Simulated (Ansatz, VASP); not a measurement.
# SnSe: VASP beside Ansatz

```
CELL_PARAMETERS angstrom
0.00000 2.96699 2.96699
2.96699 0.00000 2.96699
2.96699 2.96699 0.00000
ATOMIC_POSITIONS crystal
Sn 0.00000 0.00000 0.00000
Se 0.50000 0.50000 0.50000
```

Alike in both runs: functional r2SCAN; k mesh 8 × 8 × 8; occupations fermi-dirac, width 0.02 eV; no spin polarisation.

Ansatz relaxed the structure, and its values are those at the end. VASP's run is a single point on that final structure, the one shown.

|  | VASP | Ansatz |
| --- | --- | --- |
| version | VASP 6.6.1 | Ansatz 0.2.0 |
| potentials or method | VASP PAW PBE potentials, release 64 (Sn_d, Se), cutoff 520 eV | PAW plane waves |
| valence electrons in the cell | 20 | 30 |

|  | VASP | Ansatz | Ansatz less VASP |
| --- | --- | --- | --- |
| pressure (GPa) | 2.4 | 2.4 | 0.00 |

VASP's potentials were made for PBE, not for r2SCAN. VASP's potentials hold 20 valence electrons a cell and Ansatz's 30, so a difference there can come from the potentials and not from the codes. Ansatz's warnings: stress scf threshold loose.
